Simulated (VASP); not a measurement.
Here is a VASP 6.6.1 calculation.

INCAR

```
SYSTEM = MnO
  ALGO = Normal
  EDIFF = 1E-6
  ENCUT = 600
  GGA = PE
  GGA_COMPAT = .False.
  ISIF = 2
  ISMEAR = -1
  LASPH = .True.
  LCHARG = .False.
  LREAL = .False.
  LWAVE = .False.
  NBANDS = 27
  NELM = 120
  PREC = Accurate
  SIGMA = 0.03
```

The input KPOINTS:

```
k-points
0
Gamma
  8 8 8
  0 0 0
```

POSCAR

```
MnO
1.0
    4.4448000000      2.2224000000      2.2224000000
    2.2224000000      4.4448000000      2.2224000000
    2.2224000000      2.2224000000      4.4448000000
Mn O
2 2
Direct
    0.0000000000      0.0000000000      0.0000000000
    0.5000000000      0.5000000000      0.5000000000
    0.2500000000      0.2500000000      0.2500000000
    0.7500000000      0.7500000000      0.7500000000
```

Potentials or basis: VASP PAW PBE potentials, release 64 (Mn_pv, O).

Launch:

```sh
$ cat potpaw_PBE.64/Mn_pv/POTCAR potpaw_PBE.64/O/POTCAR > POTCAR
$ mpirun -np 1 vasp_std > vasp.out
```

**Question.** Estimate the band gap on the k mesh.

**Answer.** Zero (bands 19 and 20 overlap by 0.75 eV).

**Question.** Estimate the pressure.

**Answer.** -34.1 GPa.

Caveat: the cell stands under tension; the run has no spin polarisation, though such a crystal can be magnetic; semilocal functionals often make such compounds metallic where correlation or magnetic order opens a gap, which also shifts bond lengths. With open d or f shells a metallic result of PBE can be an artefact of self-interaction; +U or a hybrid may open a gap.
